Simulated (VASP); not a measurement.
The system is WS2.

```
W S
1.0
     1.57900    0.91164    6.16333
    -1.57900    0.91164    6.16333
     0.00000   -1.82327    6.16333
W S
1 2
Direct
  0.00000 0.00000 0.00000
  0.24970 0.24970 0.24970
  0.41900 0.41900 0.41900
```

Base run:

* Program: VASP 6.6.1
* Functional: BLYP
* Potentials or basis: VASP PAW PBE potentials, release 64 (W_sv, S)
* Cutoff: 520 eV
* k mesh: 12 × 12 × 12
* Occupations: fermi-dirac, width 0.1 eV
* Spin: no spin polarisation

Its results: band gap on the k mesh 1.04 eV (least direct gap 1.91 eV); pressure 12.5 GPa; largest force 0.939 eV/Å.

Problem. The run is repeated on the same cell with these changes: functional from BLYP to PBEsol. What comes out?

Solution. Band gap on the k mesh 0.99 eV (least direct gap 1.89 eV); pressure -0.5 GPa; largest force 0.601 eV/Å.

PBEsol binds more tightly than BLYP, so the same cell stands under less pressure.

Caveats: the PAW data sets were made with another functional, which shifts forces and pressure a little; spin-orbit coupling is left out, which moves the levels of the heavy elements; the cell stands under pressure (at least some runs).

A k mesh can miss the band edges.
